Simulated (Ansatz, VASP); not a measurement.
RbHg in VASP and in Ansatz

Contents of INCAR:

```
SYSTEM = RbHg
PREC     = Accurate       ! precision mode
ENCUT    = 600            ! plane-wave cutoff, eV
EDIFF    = 1E-7           ! SCF threshold, eV
ISMEAR   = 0              ! smearing method
SIGMA    = 0.1            ! smearing width, eV
LREAL    = .FALSE.        ! projectors in reciprocal space
LASPH    = .TRUE.         ! aspherical terms in the spheres
NELM     = 60             ! most SCF steps
ALGO     = Fast           ! electronic algorithm
ISIF     = 3              ! what is computed and relaxed
LWAVE    = .FALSE.        ! write WAVECAR
LCHARG   = .FALSE.        ! write CHGCAR
GGA      = PE             ! functional
IBRION   = 2              ! ionic algorithm
NSW      = 100            ! ionic steps
EDIFFG   = -0.01          ! ionic threshold
```

File KPOINTS:

```
regular mesh
0
G
  18 18 10
  0 0 0
```

POSCAR

```
RbHg
1.0
    3.6724261800      0.0000000000      0.0000000000
   -1.8362130900      3.1804143700      0.0000000000
    0.0000000000      0.0000000000      5.8371832200
Rb Hg
1 1
Direct
    0.6666666700      0.3333333300      0.5000000000
    0.3333333300      0.6666666700      0.0000000000
```

Input for Ansatz:

```yaml
crystal:
  lattice:
    - [3.67242618, 0.0, 0.0]
    - [-1.83621309, 3.18041437, 0.0]
    - [0.0, 0.0, 5.83718322]
  atoms:
    - { symbol: Rb, position: [0.66666667, 0.33333333, 0.5] }
    - { symbol: Hg, position: [0.33333333, 0.66666667, 0.0] }
basis:
  ecutwfc: 420
kpoints:
  mp_grid: { grid: [18, 18, 10] }
hamiltonian:
  xc: pbe
scf:
  occupations: { method: gaussian, width: 0.1 }
output:
  forces: true
  stress: true
  eigenvalues: true
relax:
  adjacent_minimum: "off"
  f_tol: 0.01
  max_steps: 80
  cell: { stress_tol: 0.05 }
```

Change from the starting cell: species swapped into the IrOs type (P-6m2, No. 187).

Alike in both runs: task relaxation of cell and atoms; functional PBE; k mesh 18 × 18 × 10; occupations gaussian, width 0.1 eV; no spin polarisation.

|  | VASP | Ansatz |
| --- | --- | --- |
| version | VASP 6.6.1 | Ansatz 0.2.0 |
| potentials or method | VASP PAW PBE potentials, release 64 (Rb_sv, Hg), cutoff 600 eV | scalar-relativistic, plane waves, PAW |
| valence electrons in the cell | 21 | 29 |

|  | VASP | Ansatz | Ansatz less VASP |
| --- | --- | --- | --- |
| gap on the k mesh at the Fermi level, each at its own relaxed structure (eV) | none | none | - |
| relaxed volume (Å³/atom) | 50.92 | 51.92 | +0.995 |
| relaxed length of the cell vector where the two differ most in proportion (Å) | 4.845 | 4.934 | +0.0894 |

A gap of «none» marks a metal or a gap that the smearing closes. VASP's potentials hold 21 valence electrons a cell and Ansatz's 29, so a difference there can come from the potentials and not from the codes.

Neither program's run includes spin-orbit coupling. Noted on VASP's run: the volume moved by over 15 % at a fixed basis, so the end points are rough.
